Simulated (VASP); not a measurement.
Here is a VASP 6.6.1 calculation.

The input INCAR:

```
PREC = Accurate
ENCUT = 600
EDIFF = 1E-7
ISMEAR = 0
SIGMA = 0.1
LREAL = F
LASPH = T
NELM = 200
ALGO = Normal
ISIF = 3
LWAVE = F
LCHARG = F
GGA = PE
IBRION = 2
NSW = 90
EDIFFG = -0.04
GGA_COMPAT = F
NELMIN = 4
LMAXMIX = 6
```

KPOINTS

```
regular mesh
0
Gamma
  4 4 4
```

Contents of POSCAR:

```
Tm3F
1.0
    0.0000000000      3.4885238000      3.4885238000
    3.4885238000      0.0000000000      3.4885238000
    3.4885238000      3.4885238000      0.0000000000
Tm F
3 1
Direct
    0.2500000000      0.2500000000      0.2500000000
    0.7500000000      0.7500000000      0.7500000000
    0.0000000000      0.0000000000      0.0000000000
    0.5000000000      0.5000000000      0.5000000000
```

Potentials or basis: VASP PAW PBE potentials, release 64 (Tm_3, F), 4f in core.

Run with:

```bash
$ cat potpaw_PBE.64/Tm_3/POTCAR potpaw_PBE.64/F/POTCAR > POTCAR
$ mpirun -np 1 vasp_std > vasp.out
```

(1) Predict the relaxed cell.

(2) Predict the band gap on the k mesh.

(3) Estimate the space group after relaxing (to 0.1 Å).

(4) Predict the relaxed volume.

## Answers

(1) a = 5.313 Å, b = 5.313 Å, c = 5.313 Å, α = 60.00°, β = 60.00°, γ = 60.00°.

(2) zero (bands 17 and 18 overlap by 0.84 eV).

(3) Fm-3m (No. 225).

(4) 26.52 Å³/atom.

Caveat: the k points lie up to 0.36 Å⁻¹ apart in the final cell, too coarse for converged energies and pressures of a metal; the volume moved by over 15 % at a fixed basis, so the end points are rough; spin-orbit coupling is left out, which moves the levels of the heavy elements; the 4f electrons are frozen in the core, so they carry no moment and show no levels; the run has no spin polarisation, though such a crystal can be magnetic.
